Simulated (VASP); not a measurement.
Write the native input for VASP 6.6.1 that does the following.

```yaml
Task: single point
Functional: PBE
Potentials_or_basis: VASP PAW PBE potentials, release 64 (Ba_sv, O)
Cutoff: 600 eV
k_mesh: 17 × 17 × 17
Occupations: fermi-dirac, width 0.0612256 eV
Spin: no spin polarisation
Dipole_correction: no
Further_INCAR_settings: ALGO = Normal; EDIFF = 1e-06; NBANDS = 15
```

The structure of BaO (rock salt type) lies in POSCAR:

```
BaO
1.0
    0.0000000000      2.7489803432      2.7489803432
    2.7489803432      0.0000000000      2.7489803432
    2.7489803432      2.7489803432      0.0000000000
Ba O
1 1
Direct
    0.0000000000      0.0000000000      0.0000000000
    0.5000000000      0.5000000000      0.5000000000
```

One way to write it, as run:

INCAR

```
SYSTEM = BaO
ALGO = Normal
EDIFF = 1E-6
ENCUT = 600
GGA = PE
GGA_COMPAT = .False.
ISIF = 2
ISMEAR = -1
LASPH = .True.
LCHARG = .False.
LREAL = .False.
LWAVE = .False.
NBANDS = 15
NELM = 120
PREC = Accurate
SIGMA = 0.06122561905347299
```

KPOINTS

```
k-points
0
Gamma
  17 17 17
  0 0 0
```

Potentials or basis: VASP PAW PBE potentials, release 64 (Ba_sv, O).

Run with:

```bash
$ cat potpaw_PBE.64/Ba_sv/POTCAR potpaw_PBE.64/O/POTCAR > POTCAR
$ mpirun -np 1 vasp_std > vasp.out
```

It gave:

```yaml
Pressure: 4.9 GPa
Band_gap_on_the_k_mesh: 1.92 eV (least direct gap 1.95 eV)
```

Caveat: the cell stands under pressure; spin-orbit coupling is left out, which moves the levels of the heavy elements; an odd mesh through Γ misses points on the zone boundary, where band edges can lie.

Run time: 69 s on 1 thread of Intel(R) Xeon(R) Platinum 8259CL CPU @ 2.50GHz (Skylake/Cascade Lake) (shared host), peak memory 0.27 GiB.
